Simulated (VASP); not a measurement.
## MgO: single point with LDA

The system is MgO.

```xyz
4
Lattice="3.4864 0.0000 0.0000 -1.7432 3.0193 0.0000 0.0000 0.0000 4.1780" Properties=species:S:1:pos:R:3 pbc="T T T"
Mg    1.7432    1.0064    3.1335
Mg    0.0000    2.0129    1.0445
O     1.7432    1.0064    1.0445
O     0.0000    2.0129    3.1335
```

```json
{"Program": "VASP 6.6.1", "Task": "single point", "Functional": "LDA", "Potentials or basis": "VASP PAW LDA potentials, release 64 (Mg, O)", "Cutoff": "600 eV", "k mesh": "6 × 6 × 4", "Occupations": "fermi-dirac, width 0.01 eV", "Spin": "no spin polarisation", "Dipole correction": "no", "Further INCAR settings": "ALGO = Normal; EDIFF = 1e-06; NBANDS = 16"}
```

- Pressure: -6.0 GPa
- Band gap on the k mesh: 3.33 eV, direct

Levels at points of the mesh, in eV from the valence-band top:
| k point | band 4 | band 5 | band 6 | band 7 | band 8 | band 9 | band 10 | band 11 | band 12 | band 13 |
| --- | --- | --- | --- | --- | --- | --- | --- | --- | --- | --- |
| (0.00, 0.00, 0.00) | -1.76 | -1.76 | -0.81 | -0.81 | 0.00 | 3.33 | 9.24 | 12.07 | 12.26 | 12.26 |
| (0.50, 0.00, 0.00) | -2.41 | -2.38 | -1.99 | -1.33 | -0.53 | 6.82 | 8.92 | 9.67 | 11.85 | 12.73 |
| (0.00, 0.00, 0.50) | -2.46 | -1.31 | -1.31 | -1.31 | -1.31 | 6.34 | 6.34 | 12.62 | 12.62 | 12.62 |
| (0.50, 0.00, 0.50) | -3.95 | -1.56 | -1.56 | -0.83 | -0.83 | 7.15 | 7.15 | 11.77 | 11.77 | 13.84 |

Run time: 10 s on 1 thread of AMD EPYC 9R45 96-Core Processor (Zen 5), with other jobs on the host, peak memory 0.13 GiB.
